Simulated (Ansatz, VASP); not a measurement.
Al5N: VASP beside Ansatz

The input INCAR:

```
SYSTEM = Al5N
PREC = Accurate
ENCUT = 600
EDIFF = 1E-7
ISMEAR = 0
SIGMA = 0.1
LREAL = .FALSE.
LASPH = .TRUE.
NELM = 80
ALGO = Normal
ISIF = 3
LWAVE = .FALSE.
LCHARG = .FALSE.
GGA = PE
IBRION = 2
NSW = 90
EDIFFG = -0.04
```

Contents of KPOINTS:

```
Automatic mesh
0
G
  6 6 4
  0 0 0
```

POSCAR

```
Al5N
1.0
    4.2557623400      0.0000000000      0.0000000000
   -2.1278811700      3.6855983000      0.0000000000
    0.0000000000      0.0000000000      6.2920240700
Al N
5 1
Direct
    0.4711989200      0.0000000000      0.0000000000
    0.0000000000      0.4711989200      0.0000000000
    0.5288010800      0.5288010800      0.0000000000
    0.3333333300      0.6666666700      0.3861637000
    0.6666666700      0.3333333300      0.6138363000
    0.0000000000      0.0000000000      0.5000000000
```

Input for Ansatz:

```yaml
crystal:
  lattice:
    - [4.25576234, 0.0, 0.0]
    - [-2.12788117, 3.6855983, 0.0]
    - [0.0, 0.0, 6.29202407]
  atoms:
    - { symbol: Al, position: [0.47119892, 0.0, 0.0] }
    - { symbol: Al, position: [0.0, 0.47119892, 0.0] }
    - { symbol: Al, position: [0.52880108, 0.52880108, 0.0] }
    - { symbol: Al, position: [0.33333333, 0.66666667, 0.3861637] }
    - { symbol: Al, position: [0.66666667, 0.33333333, 0.6138363] }
    - { symbol: "N", position: [0.0, 0.0, 0.5] }
basis:
  ecutwfc: 420
kpoints:
  mp_grid: { grid: [6, 6, 4] }
hamiltonian:
  xc: pbe
scf:
  occupations: { method: gaussian, width: 0.1 }
  lower_state_search: "off"
output:
  forces: true
  stress: true
  eigenvalues: true
relax:
  adjacent_minimum: "off"
  f_tol: 0.04
  max_steps: 70
  cell: { stress_tol: 0.4 }
```

Alike in both runs: task relaxation of cell and atoms; functional PBE; k mesh 6 × 6 × 4; occupations gaussian, width 0.1 eV; no spin polarisation.

|  | VASP | Ansatz |
| --- | --- | --- |
| version | VASP 6.6.1 | Ansatz 0.2.0 |
| potentials or method | VASP PAW PBE potentials, release 64 (Al, N), cutoff 600 eV | scalar-relativistic, plane waves, PAW |
| valence electrons in the cell | 20 | 20 |

```tsv
	VASP	Ansatz	Ansatz less VASP
gap on the k mesh at the Fermi level, each at its own relaxed structure (eV)	none	none	-
relaxed volume (Å³/atom)	14.71	14.71	-0.001
relaxed cell length with the largest relative difference (Å)	4.492	4.488	-0.0038
```

A gap of «none» marks a metal or a gap that the smearing closes.
